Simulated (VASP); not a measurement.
# Na (Im-3m) in VASP: further runs

The runs below take Na through electric field gradients, with PBEsol.

All numbers are computed with VASP 6.6.1; they aren't measurements. Logs are shortened: lines on timing, memory, paths and dates and some standing lists are left out, and cuts for length are marked.

## (1) The cell of the first run

The structure is cubic, space group Im-3m (No. 229). Conventional cell: a = 4.137 Å, b = 4.137 Å, c = 4.137 Å, α = 90.00°, β = 90.00°, γ = 90.00°. Within 4.7 Å of Na (site symmetry m-3m) lie 14 Na at 3.58 to 4.14 Å.

## (2) Electric field gradients, PBEsol (volume scaled by 0.95)

INCAR reads:

```
PREC = Accurate
ENCUT = 400
EDIFF = 1E-8
ISMEAR = -1
SIGMA = 0.05
LREAL = False
LASPH = True
NELM = 120
ALGO = Normal
ISIF = 2
LWAVE = False
LCHARG = False
GGA = PS
LEFG = True
NBANDS = 10
GGA_COMPAT = False
```

KPOINTS reads:

```
Automatic mesh
0
Gamma
  12 12 12
```

POSCAR reads:

```
Na
1.0
   -2.0683584369      2.0683584369      2.0683584369
    2.0683584369     -2.0683584369      2.0683584369
    2.0683584369      2.0683584369     -2.0683584369
Na
1
Direct
    0.0000000000      0.0000000000      0.0000000000
```

Potentials or basis: VASP PAW PBE potentials, release 64 (Na_pv).

On the command line:

```bash
> cat potpaw_PBE.64/Na_pv/POTCAR > POTCAR
> mpirun -np 1 vasp_std > vasp.out
```

OUTCAR:

```text
PREC = Accurate
   ENCUT = 400
   EDIFF = 1E-8
   ISMEAR = -1
   LREAL = False
   LASPH = True
   NELM = 120
   ISIF = 2
   GGA = PS

 ion  position               nearest neighbor table
   1  0.000  0.000  0.000-

  LATTYP: Found a body centered cubic cell.
 ALAT       =     4.1367168738

  Lattice vectors:

 A1 = (  -2.0683584369,   2.0683584369,   2.0683584369)
 A2 = (   2.0683584369,  -2.0683584369,   2.0683584369)
 A3 = (   2.0683584369,   2.0683584369,  -2.0683584369)

Analysis of symmetry for initial positions (statically):
=====================================================================
 Subroutine PRICEL returns:
 Original cell was already a primitive cell.

 Routine SETGRP: Setting up the symmetry group for a
 body centered cubic supercell.

 Subroutine GETGRP returns: Found 48 space group operations
 (whereof 48 operations were pure point group operations)
 out of a pool of 48 trial point group operations.

The static configuration has the point symmetry O_h .

Analysis of symmetry for dynamics (positions and initial velocities):
=====================================================================
 Subroutine PRICEL returns:
 Original cell was already a primitive cell.

 Routine SETGRP: Setting up the symmetry group for a
 body centered cubic supercell.

 Subroutine GETGRP returns: Found 48 space group operations
 (whereof 48 operations were pure point group operations)
 out of a pool of 48 trial point group operations.

The dynamic configuration has the point symmetry O_h .

 Subroutine INISYM returns: Found 48 space group operations
 (whereof 48 operations are pure point group operations),
 and found     1 'primitive' translations

----------------------------------------------------------------------------------------

                                     Primitive cell

  volume of cell :      35.3946

  direct lattice vectors                    reciprocal lattice vectors
    -2.068358437  2.068358437  2.068358437     0.000000000  0.241737598  0.241737598
     2.068358437 -2.068358437  2.068358437     0.241737598  0.000000000  0.241737598
     2.068358437  2.068358437 -2.068358437     0.241737598  0.241737598  0.000000000

  length of vectors
     3.582501901  3.582501901  3.582501901     0.341868589  0.341868589  0.341868589
[... 113 lines left out ...]
 maximum number of plane-waves:       682
   NGX = 11   NGY = 11   NGZ = 11

 number of electron       7.0000029 magnetization

 Free energy of the ion-electron system (eV)
  ---------------------------------------------------
  ext. energy  EPLUGINS =         0.00000000
  ---------------------------------------------------
  free energy    TOTEN  =        -1.39812190 eV

  energy without entropy =       -1.39284470  energy(sigma->0) =       -1.39548330

 E-fermi :   0.4017     XC(G=0):  -6.6245

 val. band max:        0.3649140168   @ k =  -0.3333   0.4167   0.1667
 cond. band min:       0.4792159457   @ k =   0.3333   0.1667   0.0000
 fundamental gap:      0.1143019289
 Fermi energy:         0.4016845731

 k-point     1 :       0.0000    0.0000    0.0000
  band No.  band energies     occupation
      1     -24.3075      2.00000
      2     -24.3075      2.00000
      3     -24.3075      2.00000
      4      -2.9374      2.00000
      5      12.4755      0.00000
      6      12.4755      0.00000
      7      12.4755      0.00000
      8      13.5081      0.00000
      9      13.5081      0.00000
     10      14.0698      0.00000
[... 287 lines left out ...]
 k-point    24 :       0.4167    0.0833    0.0833
  band No.  band energies     occupation
      1     -24.3472      2.00000
      2     -24.3234      2.00000
      3     -24.3103      2.00000
      4       1.4214      0.00000
      5       1.9532      0.00000
      6       6.8107      0.00000
      7       8.0498      0.00000
      8      12.4699      0.00000
      9      13.3475      0.00000
     10      17.2664      0.00000

 [... further k-points ...]
[... 5 lines left out ...]
  --------------------------------------------------------------------------------------
  -------------------------------------------------------------------------------------
  Total       -0.0002104     -0.0002104     -0.0002104     -0.0000000      0.0000000      0.0000000
  in kB       -0.0095219     -0.0095219     -0.0095219     -0.0000000      0.0000000      0.0000000
  external PRESSURE =      -0.0095219 kB  Pullay stress =       0.0000000 kB

 VOLUME and BASIS-vectors are now :
 -----------------------------------------------------------------------------
  energy-cutoff  :      400.00
  volume of cell :       35.39
      direct lattice vectors                 reciprocal lattice vectors
    -2.068358437  2.068358437  2.068358437     0.000000000  0.241737598  0.241737598
     2.068358437 -2.068358437  2.068358437     0.241737598  0.000000000  0.241737598
     2.068358437  2.068358437 -2.068358437     0.241737598  0.241737598  0.000000000

 POSITION                                       TOTAL-FORCE (eV/Angst)
 -----------------------------------------------------------------------------------
      0.00000      0.00000      0.00000        -0.000000     -0.000000     -0.000000
 -----------------------------------------------------------------------------------
    total drift:                               -0.000000     -0.000000      0.000000

  FREE ENERGIE OF THE ION-ELECTRON SYSTEM (eV)
  ---------------------------------------------------
  free  energy   TOTEN  =        -1.3981219005 eV

  energy  without entropy=       -1.3928446966  energy(sigma->0) =       -1.39548330

 Electric field gradients (V/A^2)
---------------------------------------------------------------------
 ion       V_xx      V_yy      V_zz      V_xy      V_xz      V_yz
---------------------------------------------------------------------
   1      -0.000    -0.000    -0.000    -0.010    -0.010    -0.010
---------------------------------------------------------------------

 Electric field gradients after diagonalization (V/A^2)
 (convention: |V_zz| > |V_xx| > |V_yy|)
----------------------------------------------------------------------
 ion       V_xx      V_yy      V_zz     asymmetry (V_yy - V_xx)/ V_zz
----------------------------------------------------------------------
   1       0.010     0.010    -0.020       0.000
----------------------------------------------------------------------

           NMR quadrupolar parameters

 Cq : quadrupolar parameter    Cq=e*Q*V_zz/h
 eta: asymmetry parameters     (V_yy - V_xx)/ V_zz
 Q  : nuclear electric quadrupole moment in mb (millibarn)
----------------------------------------------------------------------
 ion       Cq(MHz)       eta       Q (mb)
----------------------------------------------------------------------
   1      -0.000       0.000       1.000
----------------------------------------------------------------------
```

OSZICAR:

```text
N       E                     dE             d eps       ncg     rms          rms(c)
DAV:   1     0.256680306578E+02    0.25668E+02   -0.34593E+03  1446   0.494E+02
DAV:   2    -0.918872820789E+00   -0.26587E+02   -0.26415E+02  1508   0.134E+02
DAV:   3    -0.139649449808E+01   -0.47762E+00   -0.47727E+00  1786   0.205E+01
DAV:   4    -0.140020407043E+01   -0.37096E-02   -0.37093E-02  1718   0.174E+00
DAV:   5    -0.140025416454E+01   -0.50094E-04   -0.50094E-04  1670   0.196E-01    0.236E-01
DAV:   6    -0.139863394910E+01    0.16202E-02   -0.28228E-03  1660   0.769E-01    0.144E-01
DAV:   7    -0.139817436581E+01    0.45958E-03   -0.25059E-03  1628   0.648E-01    0.455E-02
DAV:   8    -0.139812201951E+01    0.52346E-04   -0.19636E-04  1688   0.241E-01    0.246E-03
DAV:   9    -0.139812202742E+01   -0.79093E-08   -0.80523E-07  1658   0.967E-03    0.131E-03
DAV:  10    -0.139812189263E+01    0.13480E-06   -0.36307E-08  1674   0.164E-03    0.103E-04
DAV:  11    -0.139812190045E+01   -0.78271E-08   -0.75379E-10   970   0.227E-04
   1 F= -.13981219E+01 E0= -.13954833E+01  d E =-.527720E-02
```

It took 17 s on 1 thread of AMD EPYC 7R43 (Zen 3), shared host; peak memory 0.1 GiB.

What came out:

* Free energy: -1.3981 eV
* Pressure: 0.0 GPa

Caveat: without QUAD_EFG the Cq values of the log hold for a quadrupole moment of 1 mb, not for the nuclei; the PAW data sets were made with another functional, which shifts forces and pressure a little.

## (3) Electric field gradients, PBEsol (volume scaled by 0.95)

INCAR reads:

```
SYSTEM = Na
  ALGO = Normal
  EDIFF = 1E-8
  ENCUT = 400
  GGA = PS
  GGA_COMPAT = .FALSE.
  ISIF = 2
  ISMEAR = -1
  LASPH = .TRUE.
  LCHARG = .FALSE.
  LEFG = .TRUE.
  LREAL = .FALSE.
  LWAVE = .FALSE.
  NBANDS = 10
  NELM = 120
  PREC = Accurate
  SIGMA = 0.05
```

KPOINTS reads:

```
k-points
0
G
  12 12 12
  0 0 0
```

POSCAR is that of step 2.

Potentials or basis: VASP PAW PBE potentials, release 64 (Na_pv).

On the command line:

```bash
> cat potpaw_PBE.64/Na_pv/POTCAR > POTCAR
> mpirun -np 1 vasp_std > vasp.out
```

OUTCAR:

```text
SYSTEM = Na
   EDIFF = 1E-8
   ENCUT = 400
   GGA = PS
   ISIF = 2
   ISMEAR = -1
   LASPH = .TRUE.
   LREAL = .FALSE.
   NELM = 120
   PREC = Accurate

 ion  position               nearest neighbor table
   1  0.000  0.000  0.000-

  LATTYP: Found a body centered cubic cell.
 ALAT       =     4.1367168738

  Lattice vectors:

 A1 = (  -2.0683584369,   2.0683584369,   2.0683584369)
 A2 = (   2.0683584369,  -2.0683584369,   2.0683584369)
 A3 = (   2.0683584369,   2.0683584369,  -2.0683584369)

Analysis of symmetry for initial positions (statically):
=====================================================================
 Subroutine PRICEL returns:
 Original cell was already a primitive cell.

 Routine SETGRP: Setting up the symmetry group for a
 body centered cubic supercell.

 Subroutine GETGRP returns: Found 48 space group operations
 (whereof 48 operations were pure point group operations)
 out of a pool of 48 trial point group operations.

The static configuration has the point symmetry O_h .

Analysis of symmetry for dynamics (positions and initial velocities):
=====================================================================
 Subroutine PRICEL returns:
 Original cell was already a primitive cell.

 Routine SETGRP: Setting up the symmetry group for a
 body centered cubic supercell.

 Subroutine GETGRP returns: Found 48 space group operations
 (whereof 48 operations were pure point group operations)
 out of a pool of 48 trial point group operations.

The dynamic configuration has the point symmetry O_h .

 Subroutine INISYM returns: Found 48 space group operations
 (whereof 48 operations are pure point group operations),
 and found     1 'primitive' translations

----------------------------------------------------------------------------------------

                                     Primitive cell

  volume of cell :      35.3946

  direct lattice vectors                    reciprocal lattice vectors
    -2.068358437  2.068358437  2.068358437     0.000000000  0.241737598  0.241737598
     2.068358437 -2.068358437  2.068358437     0.241737598  0.000000000  0.241737598
     2.068358437  2.068358437 -2.068358437     0.241737598  0.241737598  0.000000000

  length of vectors
     3.582501901  3.582501901  3.582501901     0.341868589  0.341868589  0.341868589

  position of ions in fractional coordinates (direct lattice)
     0.000000000  0.000000000  0.000000000

  ion indices of the primitive-cell ions
   primitive index   ion index
                 1           1

----------------------------------------------------------------------------------------

 KPOINTS: k-points

Automatic generation of k-mesh.
 Grid dimensions read from file:
 generate k-points for:   12   12   12

 Generating k-lattice:

  Cartesian coordinates                     Fractional coordinates (reciprocal lattice)
     0.000000000  0.020144800  0.020144800     0.083333333  0.000000000  0.000000000
     0.020144800  0.000000000  0.020144800     0.000000000  0.083333333  0.000000000
[... 64 lines left out ...]
   ISIF   =      2    stress and relaxation
   ISYM   =      2    0-nonsym 1-usesym 2-fastsym
   POTIM  = 0.5000    time-step for ionic-motion
   TEBEG  =    0.0;   TEEND  =   0.0 temperature during run
   PSTRESS=    0.0 pullay stress
   NELECT =       7.0000    total number of electrons
   NUPDOWN=      -1.0000    fix difference up-down
   EMIN   =  10.00;   EMAX   =-10.00  energy-range for DOS
   EFERMI =   0.00;   METHOD = LEGACY
   ISMEAR =    -1;   SIGMA  =   0.05  broadening in eV -4-tet -1-fermi 0-gaus
   EFERMI_NEDOS =   21; number of points for ismear=-14 and -15
   IALGO  =     38    algorithm
   IMIX   =      4    mixing-type and parameters
     AMIX     =   0.40;   BMIX     =  1.00
     AMIX_MAG =   1.60;   BMIX_MAG =  1.00
  volume/ion in A,a.u.               =      35.39       238.85
  Fermi-wavevector in a.u.,A,eV,Ry     =   0.953810  1.802439 12.377939  0.909753
  Thomas-Fermi vector in A             =   2.082499
   LORBIT       =      0    0 simple, 1 ext, 2 COOP (PROOUT), +10 PAW based schemes
   GGA     = PS    functional components
   LHFCALC =     F    Hartree Fock is set to
   AEXX    =    0.0000 exact exchange contribution
   IVDW    =     0    specifies the selected vdW correction
   LEPSILON=     F    determine dielectric tensor
   LRPA    =     F    only Hartree local field effects (RPA)
 non-spin polarized calculation
  energy-cutoff  :      400.00
  volume of cell :       35.39
 maximum number of plane-waves:       682
   NGX = 11   NGY = 11   NGZ = 11

 number of electron       7.0000029 magnetization

 Free energy of the ion-electron system (eV)
  ---------------------------------------------------
  ext. energy  EPLUGINS =         0.00000000
  ---------------------------------------------------
  free energy    TOTEN  =        -1.39812190 eV

  energy without entropy =       -1.39284470  energy(sigma->0) =       -1.39548330

 E-fermi :   0.4017     XC(G=0):  -6.6245

 val. band max:        0.3649140168   @ k =  -0.3333   0.4167   0.1667
 cond. band min:       0.4792159457   @ k =   0.3333   0.1667   0.0000
 fundamental gap:      0.1143019289
 Fermi energy:         0.4016845731

 k-point     1 :       0.0000    0.0000    0.0000
  band No.  band energies     occupation
      1     -24.3075      2.00000
      2     -24.3075      2.00000
      3     -24.3075      2.00000
      4      -2.9374      2.00000
      5      12.4755      0.00000
      6      12.4755      0.00000
      7      12.4755      0.00000
      8      13.5081      0.00000
      9      13.5081      0.00000
     10      14.0698      0.00000
[... 287 lines left out ...]
 k-point    24 :       0.4167    0.0833    0.0833
  band No.  band energies     occupation
      1     -24.3472      2.00000
      2     -24.3234      2.00000
      3     -24.3103      2.00000
      4       1.4214      0.00000
      5       1.9532      0.00000
      6       6.8107      0.00000
      7       8.0498      0.00000
      8      12.4699      0.00000
      9      13.3475      0.00000
     10      17.2664      0.00000

 [... further k-points ...]
[... 5 lines left out ...]
  --------------------------------------------------------------------------------------
  -------------------------------------------------------------------------------------
  Total       -0.0002104     -0.0002104     -0.0002104     -0.0000000      0.0000000      0.0000000
  in kB       -0.0095219     -0.0095219     -0.0095219     -0.0000000      0.0000000      0.0000000
  external PRESSURE =      -0.0095219 kB  Pullay stress =       0.0000000 kB

 VOLUME and BASIS-vectors are now :
 -----------------------------------------------------------------------------
  energy-cutoff  :      400.00
  volume of cell :       35.39
      direct lattice vectors                 reciprocal lattice vectors
    -2.068358437  2.068358437  2.068358437     0.000000000  0.241737598  0.241737598
     2.068358437 -2.068358437  2.068358437     0.241737598  0.000000000  0.241737598
     2.068358437  2.068358437 -2.068358437     0.241737598  0.241737598  0.000000000

 POSITION                                       TOTAL-FORCE (eV/Angst)
 -----------------------------------------------------------------------------------
      0.00000      0.00000      0.00000        -0.000000     -0.000000     -0.000000
 -----------------------------------------------------------------------------------
    total drift:                               -0.000000     -0.000000      0.000000

  FREE ENERGIE OF THE ION-ELECTRON SYSTEM (eV)
  ---------------------------------------------------
  free  energy   TOTEN  =        -1.3981219005 eV

  energy  without entropy=       -1.3928446966  energy(sigma->0) =       -1.39548330

 Electric field gradients (V/A^2)
---------------------------------------------------------------------
 ion       V_xx      V_yy      V_zz      V_xy      V_xz      V_yz
---------------------------------------------------------------------
   1      -0.000    -0.000    -0.000    -0.010    -0.010    -0.010
---------------------------------------------------------------------

 Electric field gradients after diagonalization (V/A^2)
 (convention: |V_zz| > |V_xx| > |V_yy|)
----------------------------------------------------------------------
 ion       V_xx      V_yy      V_zz     asymmetry (V_yy - V_xx)/ V_zz
----------------------------------------------------------------------
   1       0.010     0.010    -0.020       0.000
----------------------------------------------------------------------

           NMR quadrupolar parameters

 Cq : quadrupolar parameter    Cq=e*Q*V_zz/h
 eta: asymmetry parameters     (V_yy - V_xx)/ V_zz
 Q  : nuclear electric quadrupole moment in mb (millibarn)
----------------------------------------------------------------------
 ion       Cq(MHz)       eta       Q (mb)
----------------------------------------------------------------------
   1      -0.000       0.000       1.000
----------------------------------------------------------------------
```

Wall time 18 s (1 thread of AMD EPYC 7R43 (Zen 3), shared host); peak memory 0.1 GiB.

Results:

| Quantity | Value |
| --- | --- |
| Free energy | -1.3981 eV |
| Pressure | 0.0 GPa |

Caveat: without QUAD_EFG the Cq values of the log hold for a quadrupole moment of 1 mb, not for the nuclei; the PAW data sets were made with another functional, which shifts forces and pressure a little.
